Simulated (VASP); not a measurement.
# Hf (Im-3m) in VASP: single point with PBE

Aim: the single point of Hf with PBE.

Everything below comes from runs of VASP 6.6.1. Logs are shortened: lines on timing, memory, paths and dates and some standing lists are left out, and cuts for length are marked.

## Step 1: The cell of the first run

It takes space group Im-3m (No. 229, cubic). Conventional cell: a = 3.554 Å, b = 3.554 Å, c = 3.554 Å, α = 90.00°, β = 90.00°, γ = 90.00°. Hf (site symmetry m-3m) has 14 Hf at 3.08 to 3.55 Å within 4.1 Å.

## Step 2: Single point, PBE

Contents of INCAR:

```
ALGO = Normal
EDIFF = 1E-7
ENCUT = 520
GGA = PE
ISIF = 2
ISMEAR = 0
LASPH = True
LCHARG = False
LREAL = False
LWAVE = False
NBANDS = 11
NELM = 80
PREC = Accurate
SIGMA = 0.05
```

Contents of KPOINTS:

```
k-points
0
Gamma
  16 16 16
```

Contents of POSCAR:

```
Hf
1.0
   -1.7770478250      1.7770478250      1.7770478250
    1.7770478250     -1.7770478250      1.7770478250
    1.7770478250      1.7770478250     -1.7770478250
Hf
1
Direct
    0.0000000000      0.0000000000      0.0000000000
```

Potentials or basis: VASP PAW PBE potentials, release 64 (Hf_pv).

Command:

```sh
$ cat potpaw_PBE.64/Hf_pv/POTCAR > POTCAR
$ mpirun -np 1 vasp_std > vasp.out
```

OUTCAR:

```text
EDIFF = 1E-7
   ENCUT = 520
   GGA = PE
   ISIF = 2
   ISMEAR = 0
   LASPH = True
   LREAL = False
   NELM = 80
   PREC = Accurate

 ion  position               nearest neighbor table
   1  0.000  0.000  0.000-

  LATTYP: Found a body centered cubic cell.
 ALAT       =     3.5540956500

  Lattice vectors:

 A1 = (  -1.7770478250,   1.7770478250,   1.7770478250)
 A2 = (   1.7770478250,  -1.7770478250,   1.7770478250)
 A3 = (   1.7770478250,   1.7770478250,  -1.7770478250)

Analysis of symmetry for initial positions (statically):
=====================================================================
 Subroutine PRICEL returns:
 Original cell was already a primitive cell.

 Routine SETGRP: Setting up the symmetry group for a
 body centered cubic supercell.

 Subroutine GETGRP returns: Found 48 space group operations
 (whereof 48 operations were pure point group operations)
 out of a pool of 48 trial point group operations.

The static configuration has the point symmetry O_h .

Analysis of symmetry for dynamics (positions and initial velocities):
=====================================================================
 Subroutine PRICEL returns:
 Original cell was already a primitive cell.

 Routine SETGRP: Setting up the symmetry group for a
 body centered cubic supercell.

 Subroutine GETGRP returns: Found 48 space group operations
 (whereof 48 operations were pure point group operations)
 out of a pool of 48 trial point group operations.

The dynamic configuration has the point symmetry O_h .

 Subroutine INISYM returns: Found 48 space group operations
 (whereof 48 operations are pure point group operations),
 and found     1 'primitive' translations

----------------------------------------------------------------------------------------

                                     Primitive cell

  volume of cell :      22.4470

  direct lattice vectors                    reciprocal lattice vectors
    -1.777047825  1.777047825  1.777047825     0.000000000  0.281365528  0.281365528
     1.777047825 -1.777047825  1.777047825     0.281365528  0.000000000  0.281365528
     1.777047825  1.777047825 -1.777047825     0.281365528  0.281365528  0.000000000

  length of vectors
     3.077937120  3.077937120  3.077937120     0.397910946  0.397910946  0.397910946

  position of ions in fractional coordinates (direct lattice)
     0.000000000  0.000000000  0.000000000

  ion indices of the primitive-cell ions
   primitive index   ion index
                 1           1

----------------------------------------------------------------------------------------

 KPOINTS: k-points

Automatic generation of k-mesh.
 Grid dimensions read from file:
 generate k-points for:   16   16   16

 Generating k-lattice:

  Cartesian coordinates                     Fractional coordinates (reciprocal lattice)
     0.000000000  0.017585346  0.017585346     0.062500000  0.000000000  0.000000000
     0.017585346  0.000000000  0.017585346     0.000000000  0.062500000  0.000000000
     0.017585346  0.017585346  0.000000000     0.000000000  0.000000000  0.062500000

  Length of vectors
     0.024869434  0.024869434  0.024869434

  Shift w.r.t. Gamma in fractional coordinates (k-lattice)
     0.000000000  0.000000000  0.000000000

 Subroutine IBZKPT returns following result:
 ===========================================

 Found    145 irreducible k-points:

 Following reciprocal coordinates:
            Coordinates               Weight
  0.000000  0.000000  0.000000      1.000000
  0.062500  0.000000  0.000000     12.000000
  0.125000  0.000000  0.000000     12.000000
  0.187500  0.000000  0.000000     12.000000
  0.250000  0.000000  0.000000     12.000000
  0.312500  0.000000  0.000000     12.000000
[... 16 lines left out ...]
  0.187500  0.187500  0.000000     24.000000
  0.250000  0.187500  0.000000     48.000000
 [... further k-points ...]
   k-points           NKPTS =    145   k-points in BZ     NKDIM =    145   number of bands    NBANDS=     11
   number of dos      NEDOS =    301   number of ions     NIONS =      1
   total plane-waves  NPLWV =  13824
   dimension x,y,z NGX =    24 NGY =   24 NGZ =   24
   dimension x,y,z NGXF=    48 NGYF=   48 NGZF=   48
   ions per type =               1
   NGX,Y,Z   is equivalent  to a cutoff of  12.96, 12.96, 12.96 a.u.
   NGXF,Y,Z  is equivalent  to a cutoff of  25.93, 25.93, 25.93 a.u.
 SYSTEM =  unknown system
   PREC   = accura    normal or accurate (medium, high low for compatibility)
   ISTART =      0    job   : 0-new  1-cont  2-samecut
   ICHARG =      2    charge: 1-file 2-atom 10-const
   ISPIN  =      1    spin polarized calculation?
   LNONCOLLINEAR =      F non collinear calculations
   LSORBIT =      F    spin-orbit coupling
   LASPH  =      T    aspherical Exc in radial PAW
   ENCUT  =  520.0 eV  38.22 Ry    6.18 a.u.   5.72  5.72  5.72*2*pi/ulx,y,z
   NELM   =     80;   NELMIN=  2; NELMDL= -5     # of ELM steps
   EDIFF  = 0.1E-06   stopping-criterion for ELM
   LREAL  =      F    real-space projection
   EDIFFG = 0.1E-05   stopping-criterion for IOM
   NSW    =      0    number of steps for IOM
   IBRION =     -1    ionic relax: 0-MD 1-quasi-New 2-CG
   NFREE  =      0    steps in history (QN), initial steepest desc. (CG)
   ISIF   =      2    stress and relaxation
   ISYM   =      2    0-nonsym 1-usesym 2-fastsym
   POTIM  = 0.5000    time-step for ionic-motion
   TEBEG  =    0.0;   TEEND  =   0.0 temperature during run
   PSTRESS=    0.0 pullay stress
   NELECT =      10.0000    total number of electrons
   NUPDOWN=      -1.0000    fix difference up-down
   EMIN   =  10.00;   EMAX   =-10.00  energy-range for DOS
   EFERMI =   0.00;   METHOD = LEGACY
   ISMEAR =     0;   SIGMA  =   0.05  broadening in eV -4-tet -1-fermi 0-gaus
   EFERMI_NEDOS =   21; number of points for ismear=-14 and -15
   IALGO  =     38    algorithm
   IMIX   =      4    mixing-type and parameters
     AMIX     =   0.40;   BMIX     =  1.00
     AMIX_MAG =   1.60;   BMIX_MAG =  1.00
  volume/ion in A,a.u.               =      22.45       151.48
  Fermi-wavevector in a.u.,A,eV,Ry     =   1.250323  2.362769 21.270107  1.563309
  Thomas-Fermi vector in A             =   2.384323
   LORBIT       =      0    0 simple, 1 ext, 2 COOP (PROOUT), +10 PAW based schemes
   GGA     = PE    functional components
   LHFCALC =     F    Hartree Fock is set to
   AEXX    =    0.0000 exact exchange contribution
   IVDW    =     0    specifies the selected vdW correction
   LEPSILON=     F    determine dielectric tensor
   LRPA    =     F    only Hartree local field effects (RPA)
 non-spin polarized calculation
 Gauss-broadening in eV      SIGMA  =   0.05
  energy-cutoff  :      520.00
  volume of cell :       22.45
 maximum number of plane-waves:       622
   NGX = 11   NGY = 11   NGZ = 11

 number of electron      10.0000001 magnetization

 Free energy of the ion-electron system (eV)
  ---------------------------------------------------
  ext. energy  EPLUGINS =         0.00000000
  ---------------------------------------------------
  free energy    TOTEN  =        -9.74575018 eV

  energy without entropy =       -9.74434313  energy(sigma->0) =       -9.74504665

 E-fermi :   4.5499     XC(G=0): -11.2676

 val. band max:        4.5376944810   @ k =   0.2500   0.2500   0.0000
 cond. band min:       4.5742892170   @ k =   0.3125   0.1250   0.1250
 fundamental gap:      0.0365947359
 Fermi energy:         4.5498916031

 k-point     1 :       0.0000    0.0000    0.0000
  band No.  band energies     occupation
      1     -25.2909      2.00000
      2     -25.2909      2.00000
      3     -25.2909      2.00000
      4      -2.4728      2.00000
      5       6.0816      0.00000
      6       6.0816      0.00000
      7       6.0816      0.00000
      8       8.8517      0.00000
      9       8.8517      0.00000
     10      17.8217      0.00000
     11      17.8217      0.00000

 k-point     2 :       0.0625    0.0000    0.0000
  band No.  band energies     occupation
      1     -25.3239      2.00000
      2     -25.3012      2.00000
      3     -25.2910      2.00000
      4      -2.3286      2.00000
      5       5.9791      0.00000
      6       6.0426      0.00000
      7       6.2232      0.00000
      8       8.6840      0.00000
      9       8.8497      0.00000
     10      17.8101      0.00000
     11      17.9608      0.00000

 k-point     3 :       0.1250    0.0000    0.0000
  band No.  band energies     occupation
      1     -25.4168      2.00000
      2     -25.3303      2.00000
      3     -25.2914      2.00000
      4      -1.9109      2.00000
      5       5.7041      0.00000
      6       5.8761      0.00000
      7       6.6435      0.00000
      8       8.3760      0.00000
      9       8.8556      0.00000
     10      17.8091      0.00000
     11      18.2864      0.00000

 k-point     4 :       0.1875    0.0000    0.0000
  band No.  band energies     occupation
      1     -25.5529      2.00000
      2     -25.3737      2.00000
      3     -25.2920      2.00000
      4      -1.2666      2.00000
      5       5.3308      0.00000
      6       5.5239      0.00000
      7       7.3278      0.00000
      8       8.2424      0.00000
      9       8.8972      0.00000
     10      17.8071      0.00000
     11      18.4376      0.00000

 k-point     5 :       0.2500    0.0000    0.0000
  band No.  band energies     occupation
      1     -25.7094      2.00000
      2     -25.4243      2.00000
      3     -25.2927      2.00000
      4      -0.4845      2.00000
      5       4.9364      0.00000
      6       5.1052      0.00000
      7       8.2488      0.00000
      8       8.3483      0.00000
      9       9.0002      0.00000
     10      17.7992      0.00000
     11      17.9173      0.00000
[... 211 lines left out ...]
 k-point    21 :       0.3750    0.1250   -0.0000
  band No.  band energies     occupation
      1     -26.0367      2.00000
      2     -25.5806      2.00000
      3     -25.3372      2.00000
      4       1.5465      2.00000
      5       4.1345      2.00000
      6       4.9656      0.00000
      7       8.5396      0.00000
      8       9.7099      0.00000
      9      12.0825      0.00000
     10      14.3833      0.00000
     11      16.1505      0.00000

 k-point    22 :       0.4375    0.1250    0.0000
  band No.  band energies     occupation
      1     -26.0595      2.00000
      2     -25.5934      2.00000
      3     -25.3376      2.00000
      4       1.6163      2.00000
      5       4.0926      2.00000
      6       5.1617      0.00000
      7       8.5008      0.00000
      8       9.8218      0.00000
      9      12.5630      0.00000
     10      13.9322      0.00000
     11      15.8905      0.00000

 k-point    23 :       0.1875    0.1875    0.0000
  band No.  band energies     occupation
      1     -25.8454      2.00000
      2     -25.4855      2.00000
      3     -25.3493      2.00000
      4       0.6508      2.00000
      5       4.3771      2.00000
      6       4.7255      0.00000
      7       8.0591      0.00000
      8       9.5201      0.00000
      9       9.8142      0.00000
     10      16.7464      0.00000
     11      17.8215      0.00000

 k-point    24 :       0.2500    0.1875    0.0000
  band No.  band energies     occupation
      1     -25.9259      2.00000
      2     -25.5531      2.00000
      3     -25.3598      2.00000
      4       1.3916      2.00000
      5       4.1024      2.00000
      6       4.5980      0.17402
      7       8.2729      0.00000
      8       9.5675      0.00000
      9      10.9840      0.00000
     10      15.5090      0.00000
     11      17.8139      0.00000

 [... further k-points ...]

------------------------ aborting loop because EDIFF is reached ----------------------------------------

  FORCE on cell =-STRESS in cart. coord.  units (eV):
  Direction    XX          YY          ZZ          XY          YZ          ZX
  --------------------------------------------------------------------------------------
  -------------------------------------------------------------------------------------
  Total       -0.1702092     -0.1702092     -0.1702092     -0.0000000     -0.0000000      0.0000000
  in kB      -12.1488818    -12.1488818    -12.1488818     -0.0000000     -0.0000000      0.0000000
  external PRESSURE =     -12.1488818 kB  Pullay stress =       0.0000000 kB

 VOLUME and BASIS-vectors are now :
 -----------------------------------------------------------------------------
  energy-cutoff  :      520.00
  volume of cell :       22.45
      direct lattice vectors                 reciprocal lattice vectors
    -1.777047825  1.777047825  1.777047825     0.000000000  0.281365528  0.281365528
     1.777047825 -1.777047825  1.777047825     0.281365528  0.000000000  0.281365528
     1.777047825  1.777047825 -1.777047825     0.281365528  0.281365528  0.000000000

 POSITION                                       TOTAL-FORCE (eV/Angst)
 -----------------------------------------------------------------------------------
      0.00000      0.00000      0.00000         0.000000      0.000000      0.000000
 -----------------------------------------------------------------------------------
    total drift:                                0.000000      0.000000      0.000000

  FREE ENERGIE OF THE ION-ELECTRON SYSTEM (eV)
  ---------------------------------------------------
  free  energy   TOTEN  =        -9.7457501777 eV

  energy  without entropy=       -9.7443431287  energy(sigma->0) =       -9.74504665
```

Wall time 37 s (1 thread of Intel Xeon 8259CL, shared host); peak memory 0.16 GiB.

Results:

* Free energy: -9.7458 eV
* Pressure: -1.2 GPa
* Band gap on the k mesh: zero (band 5 reaches 6.08 eV, above the bottom of band 6 at 3.82 eV)

Levels at points of the mesh, in eV from the Fermi level:
```
           k point  band 3  band 4  band 5  band 6  band 7  band 8
(0.00, 0.00, 0.00)  -29.84   -7.02    1.53    1.53    1.53    4.30
(0.50, 0.00, 0.00)  -29.84   -3.36   -0.48    1.05    4.13    5.13
(0.50, 0.50, 0.50)  -30.41   -2.55   -2.55    6.76    6.76    6.76
```

Caveat: spin-orbit coupling is left out, which moves the levels of the heavy elements.
